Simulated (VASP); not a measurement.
# LiSi16 (a cell with a defect) in VASP: further runs

The runs below take LiSi16 (a cell with a defect) through single point, with PBE+D3(BJ).

Everything below comes from runs of VASP 6.6.1. Logs are shortened: lines on timing, memory, paths and dates and some standing lists are left out, and cuts for length are marked.

**1. The cell of the first run**

The cell holds a defect, 17 atoms: a = 7.679 Å, b = 7.679 Å, c = 7.679 Å, α = 60.00°, β = 60.00°, γ = 60.00°.

**2. Single point, PBE+D3(BJ)**

File INCAR:

```
SYSTEM = LiSi16
PREC = Accurate
ENCUT = 520
EDIFF = 1E-6
ISMEAR = -1
SIGMA = 0.05
LREAL = Auto
LASPH = .True.
NELM = 80
ALGO = Normal
ISIF = 2
LWAVE = .False.
LCHARG = .False.
GGA = PE
IVDW = 12
NBANDS = 48
NELECT = 66.0
```

File KPOINTS:

```
regular mesh
0
Gamma
  2 2 2
  0 0 0
```

File POSCAR:

```
LiSi16
1.0
    0.0000000000      5.4300000000      5.4300000000
    5.4300000000      0.0000000000      5.4300000000
    5.4300000000      5.4300000000      0.0000000000
Si Li
16 1
Direct
   -0.0041984346      0.0084150092      0.0003534991
    0.1148355433      0.1435279926      0.1226710866
   -0.0161722836      0.0063879374      0.5068017495
    0.1174011971      0.1262549724      0.6266691529
    0.0031855433      0.5109958564      0.0114100368
    0.1291456722      0.6332259669      0.1336403315
   -0.0041989871      0.4999393186      0.5088293738
    0.1148348066      0.6222572744      0.6439421731
    0.4988635359      0.0062410681     -0.0082519337
    0.6221289134      0.1261384899      0.1219605893
    0.4901224678     -0.0057548803      0.4946598527
    0.6120165746      0.1195313076      0.6199458564
    0.5041829650      0.4998096685      0.0002245856
    0.6356891344      0.6222618785      0.1226767956
    0.4988627993      0.4913335175      0.5066561694
    0.6221284530      0.6215459484      0.6265533149
    0.2733313996      0.7816067219      0.2820210866
```

Potentials or basis: VASP PAW PBE potentials, release 64 (Si, Li_sv).

On the command line:

```sh
$ cat potpaw_PBE.64/Si/POTCAR potpaw_PBE.64/Li_sv/POTCAR > POTCAR
$ mpirun -np 1 vasp_std > vasp.out
```

OUTCAR:

```text
SYSTEM = LiSi16
   PREC = Accurate
   ENCUT = 520
   EDIFF = 1E-6
   ISMEAR = -1
   LREAL = Auto
   LASPH = .True.
   NELM = 80
   ISIF = 2
   GGA = PE
   IVDW = 12
   NELECT = 66.0
 IVDW          = 12

 ion  position               nearest neighbor table
   1  0.996  0.008  0.000-  10 2.34   4 2.34   6 2.36   2 2.36
   2  0.115  0.144  0.123-   5 2.31  17 2.33   1 2.36   9 2.41   3 2.41
   3  0.984  0.006  0.507-  12 2.34   4 2.34   8 2.41   2 2.41  17 2.49
   4  0.117  0.126  0.627-  11 2.34   3 2.34   7 2.34   1 2.34
   5  0.003  0.511  0.011-   2 2.31   8 2.31  14 2.31   6 2.32
   6  0.129  0.633  0.134-   5 2.32  13 2.35   1 2.36   7 2.36  17 2.76
   7  0.996  0.500  0.509-  16 2.34   4 2.34   6 2.36   8 2.36
   8  0.115  0.622  0.644-   5 2.31  17 2.33   7 2.36  15 2.41   3 2.41
   9  0.499  0.006  0.992-  12 2.34  10 2.34  14 2.41   2 2.41  17 2.50
  10  0.622  0.126  0.122-  11 2.34   9 2.34  13 2.34   1 2.34
  11  0.490  0.994  0.495-  12 2.34  16 2.34  10 2.34   4 2.34
  12  0.612  0.120  0.620-  11 2.34  15 2.34   9 2.34   3 2.34
  13  0.504  0.500  0.000-  10 2.34  16 2.34   6 2.35  14 2.36
  14  0.636  0.622  0.123-   5 2.31  17 2.33  13 2.36   9 2.41  15 2.41
  15  0.499  0.491  0.507-  12 2.34  16 2.34  14 2.41   8 2.41  17 2.50
  16  0.622  0.622  0.627-  11 2.34  15 2.34  13 2.34   7 2.34
  17  0.273  0.782  0.282-   8 2.33   2 2.33  14 2.33   3 2.49   9 2.50  15 2.50   6 2.76

  LATTYP: Found a face centered cubic cell.
 ALAT       =    10.8600000000

  Lattice vectors:

 A1 = (   0.0000000000,   5.4300000000,   5.4300000000)
 A2 = (   5.4300000000,   0.0000000000,   5.4300000000)
 A3 = (   5.4300000000,   5.4300000000,   0.0000000000)

Analysis of symmetry for initial positions (statically):
=====================================================================
 Subroutine PRICEL returns:
 Original cell was already a primitive cell.

 Routine SETGRP: Setting up the symmetry group for a
 face centered cubic supercell.

 Subroutine GETGRP returns: Found  2 space group operations
 (whereof  1 operations were pure point group operations)
 out of a pool of 48 trial point group operations.

The static configuration has the point symmetry C_1 .
 The point group associated with its full space group is C_1h.

Analysis of symmetry for dynamics (positions and initial velocities):
=====================================================================
 Subroutine PRICEL returns:
 Original cell was already a primitive cell.

 Routine SETGRP: Setting up the symmetry group for a
 face centered cubic supercell.

 Subroutine GETGRP returns: Found  2 space group operations
 (whereof  1 operations were pure point group operations)
 out of a pool of 48 trial point group operations.

The dynamic configuration has the point symmetry C_1 .
 The point group associated with its full space group is C_1h.

 Subroutine INISYM returns: Found  2 space group operations
 (whereof  1 operations are pure point group operations),
 and found     1 'primitive' translations

----------------------------------------------------------------------------------------

                                     Primitive cell

  volume of cell :     320.2060

  direct lattice vectors                    reciprocal lattice vectors
     0.000000000  5.430000000  5.430000000    -0.092081031  0.092081031  0.092081031
     5.430000000  0.000000000  5.430000000     0.092081031 -0.092081031  0.092081031
     5.430000000  5.430000000  0.000000000     0.092081031  0.092081031 -0.092081031

  length of vectors
     7.679179644  7.679179644  7.679179644     0.159489025  0.159489025  0.159489025

  position of ions in fractional coordinates (direct lattice)
     0.995801565  0.008415009  0.000353499
     0.114835543  0.143527993  0.122671087
     0.983827716  0.006387937  0.506801749
     0.117401197  0.126254972  0.626669153
     0.003185543  0.510995856  0.011410037
     0.129145672  0.633225967  0.133640331
[... 9 lines left out ...]
     0.622128453  0.621545948  0.626553315
     0.273331400  0.781606722  0.282021087

  ion indices of the primitive-cell ions
   primitive index   ion index
                 1           1
                 2           2
                 3           3
                 4           4
                 5           5
                 6           6
[... 9 lines left out ...]
                16          16
                17          17

----------------------------------------------------------------------------------------

 KPOINTS: regular mesh

Automatic generation of k-mesh.
 Grid dimensions read from file:
 generate k-points for:    2    2    2

 Generating k-lattice:

  Cartesian coordinates                     Fractional coordinates (reciprocal lattice)
    -0.046040516  0.046040516  0.046040516     0.500000000  0.000000000  0.000000000
     0.046040516 -0.046040516  0.046040516     0.000000000  0.500000000  0.000000000
     0.046040516  0.046040516 -0.046040516     0.000000000  0.000000000  0.500000000

  Length of vectors
     0.079744512  0.079744512  0.079744512

  Shift w.r.t. Gamma in fractional coordinates (k-lattice)
     0.000000000  0.000000000  0.000000000

 Subroutine IBZKPT returns following result:
 ===========================================

 Found      6 irreducible k-points:

 Following reciprocal coordinates:
            Coordinates               Weight
  0.000000  0.000000  0.000000      1.000000
  0.500000  0.000000  0.000000      1.000000
  0.000000  0.500000  0.000000      2.000000
  0.500000  0.500000  0.500000      1.000000
  0.500000  0.500000  0.000000      2.000000
  0.000000  0.500000  0.500000      1.000000
   k-points           NKPTS =      6   k-points in BZ     NKDIM =      6   number of bands    NBANDS=     48
   number of dos      NEDOS =    301   number of ions     NIONS =     17
   total plane-waves  NPLWV = 216000
   dimension x,y,z NGX =    60 NGY =   60 NGZ =   60
   dimension x,y,z NGXF=   120 NGYF=  120 NGZF=  120
   ions per type =              16   1
   NGX,Y,Z   is equivalent  to a cutoff of  12.99, 12.99, 12.99 a.u.
   NGXF,Y,Z  is equivalent  to a cutoff of  25.98, 25.98, 25.98 a.u.
 SYSTEM =  LiSi16
   PREC   = accura    normal or accurate (medium, high low for compatibility)
   ISTART =      0    job   : 0-new  1-cont  2-samecut
   ICHARG =      2    charge: 1-file 2-atom 10-const
   ISPIN  =      1    spin polarized calculation?
   LNONCOLLINEAR =      F non collinear calculations
   LSORBIT =      F    spin-orbit coupling
   LASPH  =      T    aspherical Exc in radial PAW
   ENCUT  =  520.0 eV  38.22 Ry    6.18 a.u.  14.28 14.28 14.28*2*pi/ulx,y,z
   NELM   =     80;   NELMIN=  2; NELMDL= -5     # of ELM steps
   EDIFF  = 0.1E-05   stopping-criterion for ELM
   LREAL  =      T    real-space projection
   EDIFFG = 0.1E-04   stopping-criterion for IOM
   NSW    =      0    number of steps for IOM
   IBRION =     -1    ionic relax: 0-MD 1-quasi-New 2-CG
   NFREE  =      0    steps in history (QN), initial steepest desc. (CG)
   ISIF   =      2    stress and relaxation
   ISYM   =      2    0-nonsym 1-usesym 2-fastsym
   POTIM  = 0.5000    time-step for ionic-motion
   TEBEG  =    0.0;   TEEND  =   0.0 temperature during run
   PSTRESS=    0.0 pullay stress
   NELECT =      66.0000    total number of electrons
   NUPDOWN=      -1.0000    fix difference up-down
   EMIN   =  10.00;   EMAX   =-10.00  energy-range for DOS
   EFERMI =   0.00;   METHOD = LEGACY
   ISMEAR =    -1;   SIGMA  =   0.05  broadening in eV -4-tet -1-fermi 0-gaus
   EFERMI_NEDOS =   21; number of points for ismear=-14 and -15
   IALGO  =     38    algorithm
   IMIX   =      4    mixing-type and parameters
     AMIX     =   0.40;   BMIX     =  1.00
     AMIX_MAG =   1.60;   BMIX_MAG =  1.00
  volume/ion in A,a.u.               =      18.84       127.11
  Fermi-wavevector in a.u.,A,eV,Ry     =   0.967044  1.827449 12.723821  0.935174
  Thomas-Fermi vector in A             =   2.096897
   LORBIT       =      0    0 simple, 1 ext, 2 COOP (PROOUT), +10 PAW based schemes
   GGA     = PE    functional components
   LHFCALC =     F    Hartree Fock is set to
   AEXX    =    0.0000 exact exchange contribution
   IVDW    =    12    specifies the selected vdW correction
   LEPSILON=     F    determine dielectric tensor
   LRPA    =     F    only Hartree local field effects (RPA)
 non-spin polarized calculation
  energy-cutoff  :      520.00
  volume of cell :      320.21
 maximum number of plane-waves:      8646
 NGX is ok and might be reduce to    60
   NGX = 29   NGY = 29   NGZ = 29

 number of electron      66.0000001 magnetization

 Free energy of the ion-electron system (eV)
  ---------------------------------------------------
  ext. energy  EPLUGINS =         0.00000000
  ---------------------------------------------------
  free energy    TOTEN  =       -93.24721109 eV

  energy without entropy =      -93.24499488  energy(sigma->0) =      -93.24610299

 E-fermi :   6.3036     XC(G=0):  -9.4431

 val. band max:        6.0520482588   @ k =   0.0000   0.0000   0.0000
 cond. band min:       6.5163024284   @ k =   0.0000   0.0000   0.0000
 fundamental gap:      0.4642541696
 Fermi energy:         6.3035724056

 k-point     1 :       0.0000    0.0000    0.0000
  band No.  band energies     occupation
      1     -40.2923      2.00000
      2      -5.9157      2.00000
      3      -3.6707      2.00000
      4      -3.6107      2.00000
      5      -3.6099      2.00000
      6      -3.5777      2.00000
[... 37 lines left out ...]
     44       8.2901      0.00000
     45       8.2937      0.00000

 k-point     2 :       0.5000    0.0000    0.0000
  band No.  band energies     occupation
      1     -40.2923      2.00000
      2      -5.1802      2.00000
      3      -5.0747      2.00000
      4      -3.3489      2.00000
      5      -3.3237      2.00000
      6      -3.2348      2.00000
[... 37 lines left out ...]
     44       9.5883      0.00000
     45       9.6490      0.00000

 k-point     3 :       0.0000    0.5000    0.0000
  band No.  band energies     occupation
      1     -40.2923      2.00000
      2      -5.1805      2.00000
      3      -5.0745      2.00000
      4      -3.3491      2.00000
      5      -3.3219      2.00000
      6      -3.2362      2.00000
[... 37 lines left out ...]
     44       9.5867      0.00000
     45       9.6473      0.00000

 k-point     4 :       0.5000    0.5000    0.5000
  band No.  band energies     occupation
      1     -40.2923      2.00000
      2      -5.1762      2.00000
      3      -5.0604      2.00000
      4      -3.3400      2.00000
      5      -3.3077      2.00000
      6      -3.3034      2.00000
[... 37 lines left out ...]
     44       9.6441      0.00000
     45       9.6454      0.00000

 k-point     5 :       0.5000    0.5000    0.0000
  band No.  band energies     occupation
      1     -40.2923      2.00000
      2      -4.8969      2.00000
      3      -4.8050      2.00000
      4      -3.9297      2.00000
      5      -3.8977      2.00000
      6      -3.8938      2.00000
[... 37 lines left out ...]
     44      10.2907      0.00000
     45      10.3301      0.00000

 k-point     6 :       0.0000    0.5000    0.5000
  band No.  band energies     occupation
      1     -40.2923      2.00000
      2      -4.8965      2.00000
      3      -4.8054      2.00000
      4      -3.9299      2.00000
      5      -3.8971      2.00000
      6      -3.8943      2.00000
[... 37 lines left out ...]
     44      10.2904      0.00000
     45      10.3279      0.00000
 [bands above 45 left out]

------------------------ aborting loop because EDIFF is reached ----------------------------------------

 Edisp (eV)   -5.45704

 E8    (eV) :    -2.2610

  FORCE on cell =-STRESS in cart. coord.  units (eV):
  Direction    XX          YY          ZZ          XY          YZ          ZX
  --------------------------------------------------------------------------------------
  -------------------------------------------------------------------------------------
  Total      -6.58857    -6.60659    -6.60659    -0.58455    -0.61530    -0.58455
  in kB     -32.96646   -33.05664   -33.05664    -2.92482    -3.07870    -2.92482
  external pressure =      -33.03 kB  Pullay stress =        0.00 kB

 VOLUME and BASIS-vectors are now :
 -----------------------------------------------------------------------------
  energy-cutoff  :      520.00
  volume of cell :      320.21
      direct lattice vectors                 reciprocal lattice vectors
     0.000000000  5.430000000  5.430000000    -0.092081031  0.092081031  0.092081031
     5.430000000  0.000000000  5.430000000     0.092081031 -0.092081031  0.092081031
     5.430000000  5.430000000  0.000000000     0.092081031  0.092081031 -0.092081031

 POSITION                                       TOTAL-FORCE (eV/Angst)
 -----------------------------------------------------------------------------------
      0.04761      5.40912      5.45290         0.032212      0.014751      0.024654
      1.44546      1.28966      1.40291         0.029489      0.038869      0.035264
      2.78662      8.09412      5.37687        -0.004258      0.043090      0.043090
      4.08838      4.04030      1.32305         0.020282      0.026867      0.026867
      2.83666      0.07925      2.79201         0.011109      0.014149      0.014149
      4.16408      1.42693      4.13968         0.012883      0.004103      0.004103
[... 9 lines left out ...]
      6.77718      6.78034      6.75315         0.035150      0.011328      0.026525
      5.77550      3.01556      5.72831        -0.437265     -0.424767     -0.424767
 -----------------------------------------------------------------------------------
    total drift:                               -0.003255      0.001822      0.002223

  FREE ENERGIE OF THE ION-ELECTRON SYSTEM (eV)
  ---------------------------------------------------
  free  energy   TOTEN  =       -98.7042552641 eV

  energy  without entropy=      -98.7020390592  energy(sigma->0) =      -98.70314716
```

It took 2.7 min on 1 thread of Intel Xeon Platinum 8488C (Sapphire Rapids), shared host; peak memory 0.46 GiB.

Results:

* Free energy: -98.7043 eV
* Largest force: 0.743 eV/Å
* Dispersion energy per atom: -0.321 eV

Forces on the atoms (eV/Å):
```
Si   0.032  0.015  0.025
Si   0.029  0.039  0.035
Si  -0.004  0.043  0.043
Si   0.020  0.027  0.027
Si   0.011  0.014  0.014
Si   0.013  0.004  0.004
Si   0.032  0.025  0.015
Si   0.029  0.035  0.039
Si   0.037  0.041  0.004
Si   0.035  0.027  0.011
Si   0.042  0.032  0.032
Si   0.034  0.044  0.044
Si   0.026  0.023  0.023
Si   0.027  0.041  0.041
Si   0.037  0.004  0.041
Si   0.035  0.011  0.027
Li  -0.437 -0.425 -0.425
```

Levels at points of the mesh, in eV from the Fermi level:
```
           k point  band 30  band 31  band 32  band 33  band 34  band 35  band 36  band 37
(0.00, 0.00, 0.00)    -1.33    -0.31    -0.25    -0.25     0.21     0.38     0.38     0.47
(0.50, 0.00, 0.00)    -1.09    -1.08    -1.02    -0.99     0.91     1.04     1.19     1.24
(0.00, 0.50, 0.00)    -1.09    -1.08    -1.02    -0.99     0.89     1.05     1.21     1.24
(0.50, 0.50, 0.50)    -1.07    -1.06    -0.98    -0.98     1.02     1.02     1.02     1.44
(0.50, 0.50, 0.00)    -1.65    -1.64    -1.57    -1.53     0.77     0.87     1.92     2.02
(0.00, 0.50, 0.50)    -1.65    -1.64    -1.57    -1.53     0.77     0.87     1.92     2.02
```

Caveat: the k points lie up to 0.50 Å⁻¹ apart; the cell carries a net charge on a neutralising background, which shifts energy and pressure; the cell is charged against a uniform background, so pressure and absolute levels hang on convention; the cutoff is under 1.25 times the usual one of these potentials, so pressure, stress and relaxed cells hold a basis-set (Pulay) error.

**3. Single point, PBE+D3(BJ)**

File INCAR:

```
  PREC = Accurate
  ENCUT = 520
  EDIFF = 1E-6
  ISMEAR = -1
  SIGMA = 0.05
  LREAL = Auto
  LASPH = True
  NELM = 80
  ALGO = Normal
  ISIF = 2
  LWAVE = False
  LCHARG = False
  GGA = PE
  IVDW = 12
  NELECT = 66.0
  NBANDS = 48
```

File KPOINTS:

```
regular mesh
0
Gamma
  2 2 2
```

File POSCAR:

```
LiSi16
1.0
    0.0000000000      5.4300000000      5.4300000000
    5.4300000000      0.0000000000      5.4300000000
    5.4300000000      5.4300000000      0.0000000000
Si Li
16 1
Direct
   -0.0027184162      0.0026163904     -0.0020360958
    0.1158272560      0.1352263352      0.1201473297
   -0.0211864641      0.0040466851      0.5042669429
    0.1152351750      0.1240639042      0.6242843462
    0.0023609576      0.5070447514      0.0072653775
    0.1291465009      0.6298976980      0.1301183241
   -0.0027188766      0.4977433702      0.5028371087
    0.1158264273      0.6199271639      0.6354470534
    0.4998927256      0.0039466851     -0.0167218232
    0.6236091160      0.1239663904      0.1159748619
    0.4904545120     -0.0091736648      0.4910475138
    0.6113593002      0.1155804788      0.6158016575
    0.5018104972      0.4976375691     -0.0021410681
    0.6305930018      0.6199489871      0.1201705341
    0.4998918969      0.4830572744      0.5041681400
    0.6236085635      0.6157536832      0.6241877532
    0.3403439227      0.8451080110      0.3453290055
```

Potentials or basis: VASP PAW PBE potentials, release 64 (Si, Li_sv).

On the command line:

```sh
$ cat potpaw_PBE.64/Si/POTCAR potpaw_PBE.64/Li_sv/POTCAR > POTCAR
$ mpirun -np 1 vasp_std > vasp.out
```

Run time: 2.3 min. Hardware: 1 thread of Intel Xeon Platinum 8488C (Sapphire Rapids), shared host; peak memory 0.47 GiB.

The run converged. Its results:

```yaml
Free_energy: -98.7024 eV
Largest_force: 0.747 eV/Å
Dispersion_energy_per_atom: -0.321 eV
```

Forces in eV/Å, atoms in the order of the input:
```
Si  -0.023 -0.015 -0.033
Si  -0.046  0.003 -0.040
Si  -0.038 -0.035 -0.035
Si  -0.013 -0.030 -0.030
Si  -0.051 -0.038 -0.038
Si  -0.031 -0.040 -0.040
Si  -0.023 -0.033 -0.015
Si  -0.046 -0.040  0.003
Si  -0.042 -0.035 -0.029
Si  -0.020 -0.030 -0.021
Si  -0.004 -0.013 -0.013
Si  -0.020 -0.014 -0.014
Si  -0.004 -0.029 -0.029
Si  -0.004 -0.034 -0.034
Si  -0.042 -0.029 -0.035
Si  -0.020 -0.021 -0.030
Li   0.425  0.435  0.435
```

Levels at points of the mesh, in eV from the Fermi level:
```
           k point  band 31  band 32  band 33  band 34  band 35  band 36
(0.00, 0.00, 0.00)    -0.31    -0.25    -0.25     0.21     0.38     0.38
(0.50, 0.00, 0.00)    -1.08    -1.02    -0.99     0.89     1.05     1.22
(0.00, 0.50, 0.00)    -1.08    -1.02    -0.99     0.90     1.04     1.20
(0.50, 0.50, 0.50)    -1.06    -0.98    -0.98     1.02     1.02     1.03
(0.50, 0.50, 0.00)    -1.64    -1.57    -1.53     0.77     0.87     1.92
(0.00, 0.50, 0.50)    -1.64    -1.57    -1.53     0.77     0.87     1.92
```

Caveat: the k points lie up to 0.50 Å⁻¹ apart; the cell carries a net charge on a neutralising background, which shifts energy and pressure; the cell is charged against a uniform background, so pressure and absolute levels hang on convention; the cutoff is under 1.25 times the usual one of these potentials, so pressure, stress and relaxed cells hold a basis-set (Pulay) error.
